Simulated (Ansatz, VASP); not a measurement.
**Two plane-wave programs on Be3CdTe4**

INCAR

```
  ALGO = Normal
  EDIFF = 1E-6
  EDIFFG = -0.025
  ENCUT = 600
  GGA = PE
  IBRION = 2
  ISIF = 3
  ISMEAR = 0
  LASPH = T
  LCHARG = F
  LREAL = F
  LWAVE = F
  NELM = 100
  NSW = 80
  PREC = Accurate
  SIGMA = 0.1
```

File KPOINTS:

```
k-points
0
Gamma
  4 4 1
```

Contents of POSCAR:

```
Be3CdTe4
1.0
    4.0972813020     -0.0363528205     -0.0541598691
   -0.0363528205      4.1442201228     -0.0189923934
   -0.1584311091     -0.0555574821     11.6746184875
Be Cd Te
3 1 4
Direct
   -0.0236197013      0.0005540930      0.4904733634
    0.5035900331      0.4768554898      0.7292678049
    0.5045979087      0.4931902369      0.2804426375
    0.9808946149      0.0376850652     -0.0080313931
    1.0326235863      0.4772869494      0.6224903314
    0.5332982255      1.0201994739      0.3885469928
    0.4685255623     -0.0268501422      0.8283542068
    1.0000897705      0.5210788339      0.1684560562
```

Input for Ansatz:

```yaml
crystal:
  lattice:
    - [4.097281302, -0.0363528205, -0.0541598691]
    - [-0.0363528205, 4.1442201228, -0.0189923934]
    - [-0.1584311091, -0.0555574821, 11.6746184875]
  atoms:
    - { symbol: Be, position: [-0.0236197013, 0.000554093, 0.4904733634] }
    - { symbol: Be, position: [0.5035900331, 0.4768554898, 0.7292678049] }
    - { symbol: Be, position: [0.5045979087, 0.4931902369, 0.2804426375] }
    - { symbol: Cd, position: [0.9808946149, 0.0376850652, -0.0080313931] }
    - { symbol: Te, position: [1.0326235863, 0.4772869494, 0.6224903314] }
    - { symbol: Te, position: [0.5332982255, 1.0201994739, 0.3885469928] }
    - { symbol: Te, position: [0.4685255623, -0.0268501422, 0.8283542068] }
    - { symbol: Te, position: [1.0000897705, 0.5210788339, 0.1684560562] }
basis:
  ecutwfc: 420
kpoints:
  mp_grid: { grid: [4, 4, 1] }
hamiltonian:
  xc: pbe
scf:
  occupations: { method: gaussian, width: 0.1 }
  lower_state_search: "off"
output:
  forces: true
  stress: true
  eigenvalues: true
relax:
  adjacent_minimum: "off"
  f_tol: 0.025
  max_steps: 60
  cell: { stress_tol: 0.25 }
```

Change from the starting cell: cell x1, atoms moved at random (sigma 0.1 Å) and cell strained at random (1.5 %), then relaxed without symmetry.

Alike in both runs: task relaxation of cell and atoms; functional PBE; k mesh 4 × 4 × 1; occupations gaussian, width 0.1 eV; no spin polarisation.

|  | VASP | Ansatz |
| --- | --- | --- |
| version | VASP 6.6.1 | Ansatz 0.2.0 |
| potentials or method | VASP PAW PBE potentials, release 64 (Be, Cd, Te), cutoff 600 eV | scalar-relativistic, plane waves, PAW |
| valence electrons in the cell | 42 | 90 |

VASP gave:

```
gap on the k mesh at the Fermi level, each at its own relaxed structure (eV) : 1.82
relaxed volume (Å³/atom)                                                     : 25.80
relaxed cell length with the largest relative difference (Å)                 : 4.150
```

Q: What did Ansatz give for the same quantities?

A: gap on the k mesh at the Fermi level, each at its own relaxed structure (eV): 1.83; relaxed volume (Å³/atom): 25.73; relaxed cell length with the largest relative difference (Å): 4.145.

VASP's potentials hold 42 valence electrons a cell and Ansatz's 90, so a difference there can come from the potentials and not from the codes.

The k mesh is coarse, so the values compare programs but aren't converged. Neither program's run includes spin-orbit coupling.
